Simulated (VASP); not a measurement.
Write the native input for VASP 6.6.1 that does the following.

| Item | Value |
| --- | --- |
| Task | single point |
| Functional | PBE |
| Potentials or basis | VASP PAW PBE potentials, release 64 (Ag) |
| Cutoff | 520 eV |
| k mesh | 18 × 18 × 18 |
| Occupations | gaussian, width 0.1 eV |
| Spin | no spin polarisation |
| Dipole correction | no |
| Further INCAR settings | ALGO = Normal; EDIFF = 1e-06; NBANDS = 12 |

The structure of Ag lies in POSCAR:

```
Ag
1.0
    0.0000000000      1.9225018047      1.9225018047
    1.9225018047      0.0000000000      1.9225018047
    1.9225018047      1.9225018047      0.0000000000
Ag
1
Direct
    0.0000000000      0.0000000000      0.0000000000
```

One way to write it, as run:

INCAR

```
SYSTEM = Ag
PREC = Accurate ; ENCUT = 520
EDIFF = 1E-6 ; ISMEAR = 0
SIGMA = 0.1 ; LREAL = .FALSE.
LASPH = .TRUE. ; NELM = 80
ALGO = Normal ; ISIF = 2
LWAVE = .FALSE. ; LCHARG = .TRUE.
GGA = PE ; LELF = .TRUE.
LVHAR = .TRUE. ; NBANDS = 12
```

KPOINTS

```
regular mesh
0
G
  18 18 18
  0 0 0
```

Potentials or basis: VASP PAW PBE potentials, release 64 (Ag).

Command:

```console
$ cat potpaw_PBE.64/Ag/POTCAR > POTCAR
$ mpirun -np 1 vasp_std > vasp.out
```

It gave:

- Pressure: 39.5 GPa

Wall time 23 s on 1 thread of Intel(R) Xeon(R) Platinum 8488C (Sapphire Rapids), on a shared host, peak memory 0.15 GiB.
